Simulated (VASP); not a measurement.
# TiH5 (P6/mmm) in VASP: further runs, part 2 of 2

VASP 6.6.1.

### Step 3. Relaxation of cell and atoms, PBE

This run uses another cell than the first one, of 9.09 Å³/atom.

Contents of INCAR:

```
SYSTEM = TiH5
PREC = Accurate ; ENCUT = 600
EDIFF = 1E-7 ; ISMEAR = 0
SIGMA = 0.1 ; LREAL = .FALSE.
LASPH = .TRUE. ; NELM = 60
ALGO = Normal ; ISIF = 3
LWAVE = .FALSE. ; LCHARG = .FALSE.
GGA = PE ; IBRION = 2
NSW = 90 ; EDIFFG = -0.04
```

Contents of KPOINTS:

```
regular mesh
0
G
  6 6 6
  0 0 0
```

Contents of POSCAR:

```
TiH5
1.0
    4.2510521900      0.0000000000      0.0000000000
   -2.1255261000      3.6815191900      0.0000000000
    0.0000000000      0.0000000000      3.4832552500
Ti H
1 5
Direct
    0.0000000000      0.0000000000      0.0000000000
    0.3333333300      0.6666666700      0.0000000000
    0.6666666700      0.3333333300      0.0000000000
    0.5000000000      0.0000000000      0.5000000000
    0.5000000000      0.5000000000      0.5000000000
    0.0000000000      0.5000000000      0.5000000000
```

Potentials or basis: VASP PAW PBE potentials, release 64 (Ti_sv, H).

Started as:

```console
$ cat potpaw_PBE.64/Ti_sv/POTCAR potpaw_PBE.64/H/POTCAR > POTCAR
$ mpirun -np 1 vasp_std > vasp.out
```

OUTCAR:

```text
SYSTEM = TiH5
   PREC = Accurate
   ENCUT = 600
   EDIFF = 1E-7
   ISMEAR = 0
   LREAL = .FALSE.
   LASPH = .TRUE.
   NELM = 60
   ISIF = 3
   GGA = PE
   IBRION = 2
   NSW = 90
   EDIFFG = -0.04

 ion  position               nearest neighbor table
   1  0.000  0.000  0.000-
   2  0.333  0.667  0.000-
   3  0.667  0.333  0.000-
   4  0.500  0.000  0.500-
   5  0.500  0.500  0.500-
   6  0.000  0.500  0.500-

  LATTYP: Found a hexagonal cell.
 ALAT       =     4.2510521900
 C/A-ratio  =     0.8193866117

  Lattice vectors:

 A1 = (   4.2510521900,   0.0000000000,   0.0000000000)
 A2 = (  -2.1255261000,   3.6815191900,   0.0000000000)
 A3 = (   0.0000000000,   0.0000000000,   3.4832552500)

Analysis of symmetry for initial positions (statically):
=====================================================================
[... 173 lines left out ...]

 number of electron      17.0000005 magnetization

 Free energy of the ion-electron system (eV)
  ---------------------------------------------------
  ext. energy  EPLUGINS =         0.00000000
  ---------------------------------------------------
  free energy    TOTEN  =       -18.77905488 eV

  energy without entropy =      -18.76689794  energy(sigma->0) =      -18.77297641

 E-fermi :   1.3836     XC(G=0):  -9.2140

 val. band max:        1.3219632949   @ k =   0.0000   0.0000   0.0000
 cond. band min:       1.4177684520   @ k =   0.3333   0.1667   0.1667
 fundamental gap:      0.0958051571
 Fermi energy:         1.3835883784
[... 1417 lines left out ...]
--------------------------------------- Ionic step        9  -------------------------------------------

 number of electron      17.0000000 magnetization

 Free energy of the ion-electron system (eV)
  ---------------------------------------------------
  ext. energy  EPLUGINS =         0.00000000
  ---------------------------------------------------
  free energy    TOTEN  =       -22.62044408 eV

  energy without entropy =      -22.61527813  energy(sigma->0) =      -22.61786111

 E-fermi :   6.3295     XC(G=0): -11.8299

 val. band max:        6.3020132564   @ k =   0.3333   0.3333   0.5000
 cond. band min:       6.3450531171   @ k =   0.5000   0.0000   0.1667
 fundamental gap:      0.0430398607
 Fermi energy:         6.3294713962
[... 393 lines left out ...]
  FREE ENERGIE OF THE ION-ELECTRON SYSTEM (eV)
  ---------------------------------------------------
  free  energy   TOTEN  =       -22.6204440838 eV

  energy  without entropy=      -22.6152781267  energy(sigma->0) =      -22.61786111

 reached required accuracy - stopping structural energy minimisation
```

CONTCAR:

```text
TiH5
   1.00000000000000
     3.3176395339054086    0.0000000012442009    0.0000000000000000
    -1.6588197697773339    2.8731601165654599   -0.0000000000000000
    -0.0000000000000000   -0.0000000000000000    2.9777508477667824
  Ti              H
     1     5
Direct
     0.0000000000000000    0.0000000000000000    0.0000000000000000
     0.3333333300000021    0.6666666699999979    0.0000000000000000
     0.6666666699999979    0.3333333300000021    0.0000000000000000
     0.5000000000000000    1.0000000000000000    0.5000000000000000
     0.5000000000000000    0.5000000000000000    0.5000000000000000
     0.0000000000000000    0.5000000000000000    0.5000000000000000

  0.00000000E+00  0.00000000E+00  0.00000000E+00
  0.00000000E+00  0.00000000E+00  0.00000000E+00
  0.00000000E+00  0.00000000E+00  0.00000000E+00
  0.00000000E+00  0.00000000E+00  0.00000000E+00
  0.00000000E+00  0.00000000E+00  0.00000000E+00
  0.00000000E+00  0.00000000E+00  0.00000000E+00
```

Wall time 1.7 min (1 thread of Intel Xeon 6975P-C (Granite Rapids), shared host); peak memory 0.2 GiB.

What came out:

- Free energy: -22.6204 eV
- Relaxed volume: 4.73 Å³/atom
- Relaxed cell: a = 3.318 Å, b = 3.318 Å, c = 2.978 Å, α = 90.00°, β = 90.00°, γ = 120.00°
- Space group after relaxing (to 0.1 Å): P6/mmm (No. 191)
- Energy gained by relaxing: 640.2 meV/atom
- Ionic steps: 9
- Pressure after relaxing: 1.1 GPa
- Band gap on the k mesh: zero (an odd number of electrons rules out a gap without spin polarisation)

Step by step:
```csv
step,energy change (eV),largest force (eV/Å),pressure (GPa),volume (Å³)
1,0.0000,0.0000,-27.81,54.51
2,-2.0606,0.0000,-27.73,42.99
3,-0.5464,0.0000,144.56,18.29
4,-3.4747,0.0000,-17.95,33.81
5,-3.7987,0.0000,8.17,27.06
6,-3.8302,0.0000,-1.12,28.72
7,-3.8313,0.0000,0.96,28.31
8,-3.8357,0.0000,1.01,28.33
9,-3.8414,0.0000,1.15,28.38
```

Final structure:
```
Ti H
1.0
     3.31764    0.00000    0.00000
    -1.65882    2.87316    0.00000
     0.00000    0.00000    2.97775
Ti H
1 5
Direct
  0.00000 0.00000 0.00000
  0.33333 0.66667 0.00000
  0.66667 0.33333 0.00000
  0.50000 0.00000 0.50000
  0.50000 0.50000 0.50000
  0.00000 0.50000 0.50000
```

Levels at points of the mesh, in eV from the Fermi level:
```csv
k point,band 4,band 5,band 6,band 7,band 8,band 9,band 10,band 11,band 12
"(0.00, 0.00, 0.00)",-32.76,-12.62,-3.13,-1.40,-1.40,0.55,2.53,2.53,5.66
"(0.50, 0.00, 0.00)",-32.75,-9.10,-8.09,-1.74,0.79,1.22,2.22,2.29,2.70
"(0.00, 0.00, 0.50)",-32.89,-8.87,-8.44,0.39,0.39,0.94,0.94,1.71,3.44
"(0.50, 0.00, 0.50)",-32.93,-7.28,-5.10,-4.76,-3.72,-1.15,2.39,2.98,4.59
```

Caveat: the volume moved by over 15 % at a fixed basis, so the end points are rough.

### Step 4. Relaxation of cell and atoms, PBE

This run uses another cell than the first one, of 4.77 Å³/atom.

Contents of INCAR:

```
SYSTEM = TiH5
ALGO = Normal ; EDIFF = 1E-7
EDIFFG = -0.01 ; ENCUT = 600
GGA = PE ; IBRION = 2
ISIF = 3 ; ISMEAR = 0
LASPH = .TRUE. ; LCHARG = .FALSE.
LREAL = .FALSE. ; LWAVE = .FALSE.
NELM = 80 ; NSW = 100
PREC = Accurate ; SIGMA = 0.1
```

Contents of KPOINTS:

```
k-points
0
G
  12 12 12
  0 0 0
```

Contents of POSCAR:

```
TiH5
1.0
    3.3263541005      0.0000000000      0.0000000000
   -1.6631770502      2.8807071530      0.0000000000
    0.0000000000      0.0000000000      2.9836815639
Ti H
1 5
Direct
    0.0000000000      0.0000000000      0.0000000000
    0.3333333333      0.6666666667      0.0000000000
    0.6666666667      0.3333333333      0.0000000000
    0.5000000000      0.0000000000      0.5000000000
    0.5000000000      0.5000000000      0.5000000000
    0.0000000000      0.5000000000      0.5000000000
```

Started as:

```console
$ cat potpaw_PBE.64/Ti_sv/POTCAR potpaw_PBE.64/H/POTCAR > POTCAR
$ mpirun -np 1 vasp_std > vasp.out
```

Wall time 69 s (1 thread of Intel Xeon 6975P-C (Granite Rapids), shared host); peak memory 0.2 GiB.

It converged, with:

```yaml
Free_energy: -22.6360 eV
Relaxed_volume: 4.75 Å³/atom
Relaxed_cell: a = 3.354 Å, b = 3.354 Å, c = 2.924 Å, α = 90.00°, β = 90.00°, γ = 120.00°
Space_group_after_relaxing_to_0.1_Å: P6/mmm (No. 191)
Energy_gained_by_relaxing: 1.5 meV/atom
Ionic_steps: 4
Pressure_after_relaxing: 0.0 GPa
Band_gap_on_the_k_mesh: zero (an odd number of electrons rules out a gap without spin polarisation)
```

Step by step:
```csv
step,energy change (eV),largest force (eV/Å),pressure (GPa),volume (Å³)
1,0.0000,0.0000,0.04,28.59
2,-0.0040,0.0000,-0.17,28.59
3,-0.0086,0.0000,-0.60,28.60
4,-0.0088,0.0000,-0.04,28.49
```

Final structure:
```xyz
6
Lattice="3.3541 0.0000 0.0000 -1.6770 2.9047 0.0000 0.0000 0.0000 2.9242" Properties=species:S:1:pos:R:3 pbc="T T T"
Ti    0.0000    0.0000    0.0000
H     0.0000    1.9365    0.0000
H     1.6770    0.9682    2.9242
H     1.6770    0.0000    1.4621
H     0.8385    1.4524    1.4621
H    -0.8385    1.4524    1.4621
```

Levels at points of the mesh, in eV from the Fermi level:
```
           k point  band 6  band 7  band 8  band 9  band 10  band 11  band 12
(0.00, 0.00, 0.00)   -2.96   -1.69   -1.69    0.22     2.43     2.43     5.66
(0.50, 0.00, 0.00)   -8.27   -1.81    0.44    1.27     1.98     2.22     2.46
(0.00, 0.00, 0.50)   -8.40    0.27    0.27    0.68     0.68     1.50     3.14
(0.50, 0.00, 0.50)   -5.11   -4.84   -3.77   -1.39     2.18     2.85     4.46
```

### Step 5. The runs side by side

| task | cell | k mesh | cutoff (eV) | gap on the mesh (eV) | pressure (GPa) |
| --- | --- | --- | --- | --- | --- |
| single point | a = 3.354, b = 3.354, c = 2.925 Å, angles 90.0, 90.0, 120.0°, 6 atoms | 12 × 12 × 12 | 520 | none | -0.3 |
| relaxation of cell and atoms | relaxed from a = 4.251, b = 4.251, c = 3.483 Å, angles 90.0, 90.0, 120.0°, 6 atoms | 6 × 6 × 6 | 600 | none | 1.1 |
| relaxation of cell and atoms | relaxed from a = 3.326, b = 3.326, c = 2.984 Å, angles 90.0, 90.0, 120.0°, 6 atoms | 12 × 12 × 12 | 600 | none | 0.0 |

Alike in all rows: level PBE; potentials or basis VASP PAW PBE potentials, release 64 (Ti_sv, H); no spin polarisation; smearing gaussian 0.1 eV.

Caveats: the volume moved by over 15 % at a fixed basis, so the end points are rough (at least some runs).

Absolute energies hang on the potentials; compare differences alone.

The gap in the log of VASP goes by the Fermi energy; the results here count the filled bands.